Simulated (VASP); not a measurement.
Set up this calculation in VASP 6.6.1, as the native input.

```
Task                   : single point
Functional             : PBE
Potentials or basis    : VASP PAW PBE potentials, release 64 (Al, In_d, Sb)
Cutoff                 : 520 eV
k mesh                 : 3 × 3 × 4
Occupations            : gaussian, width 0.1 eV
Spin                   : no spin polarisation
Dipole correction      : no
Further INCAR settings : ALGO = Normal; EDIFF = 1e-07; NBANDS = 35
```

The structure of AlIn3Sb2 lies in POSCAR:

```
AlIn3Sb2
1.0
    6.1692080500      0.0000000000      0.0000000000
   -3.0846040300      5.3426908900      0.0000000000
    0.0000000000      0.0000000000      5.4005863500
Al In Sb
1 3 2
Direct
    0.0000000000      0.0000000000      0.5000000000
    0.5000000000      0.0000000000      0.0000000000
    0.0000000000      0.5000000000      0.0000000000
    0.5000000000      0.5000000000      0.0000000000
    0.3333333300      0.6666666700      0.5000000000
    0.6666666700      0.3333333300      0.5000000000
```

The cell was generated, and may not be a known phase.

These files were run (other wordings do the same):

INCAR

```
SYSTEM = AlIn3Sb2
ALGO = Normal
EDIFF = 1E-7
ENCUT = 520
GGA = PE
ISIF = 2
ISMEAR = 0
LASPH = .True.
LCHARG = .False.
LREAL = .False.
LWAVE = .False.
NBANDS = 35
NELM = 80
PREC = Accurate
SIGMA = 0.1
```

KPOINTS

```
k-points
0
Gamma
  3 3 4
  0 0 0
```

Potentials or basis: VASP PAW PBE potentials, release 64 (Al, In_d, Sb).

Command:

```console
$ cat potpaw_PBE.64/Al/POTCAR potpaw_PBE.64/In_d/POTCAR potpaw_PBE.64/Sb/POTCAR > POTCAR
$ mpirun -np 1 vasp_std > vasp.out
```

It gave:

```
Pressure               : -0.4 GPa
Band gap on the k mesh : zero (bands 26 and 27 overlap by 1.61 eV)
```

Caveat: the k points lie up to 0.39 Å⁻¹ apart, too coarse for converged energies and pressures of a metal; spin-orbit coupling is left out, which moves the levels of the heavy elements.

Wall time 70 s on 1 thread of Intel Xeon 8259CL, on a shared host, peak memory 0.31 GiB.
